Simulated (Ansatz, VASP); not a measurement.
## Ge in VASP and in Ansatz

```
Ge
1.0
     2.84848    0.00000    0.00000
    -1.42424    2.46686    0.00000
     0.00000    0.00000    2.80587
Ge
1
Direct
  0.00000 0.00000 0.00000
```

Alike in both runs: functional PBE; k mesh 6 × 6 × 6; occupations gaussian, width 0.1 eV; no spin polarisation.

Ansatz relaxed the structure, and its values are those at the end. VASP's run is a single point on that final structure, the one shown.

|  | VASP | Ansatz |
| --- | --- | --- |
| version | VASP 6.6.1 | Ansatz 0.2.0 |
| potentials or method | VASP PAW PBE potentials, release 64 (Ge_d), cutoff 520 eV | scalar-relativistic, plane waves, PAW |
| valence electrons in the cell | 14 | 14 |

Ansatz gave:

| Quantity | Value |
| --- | --- |
| gap on the k mesh at the Fermi level (eV) | none |
| pressure (GPa) | 0.0 |

Problem. Which values does VASP return?

Solution. gap on the k mesh at the Fermi level (eV): none; pressure (GPa): -0.2.

A gap of «none» marks a metal or a gap that the smearing closes. With one functional, cell and mesh, what is left measures potentials, basis and numerics.

The k mesh is coarse, so the values compare programs but aren't converged.
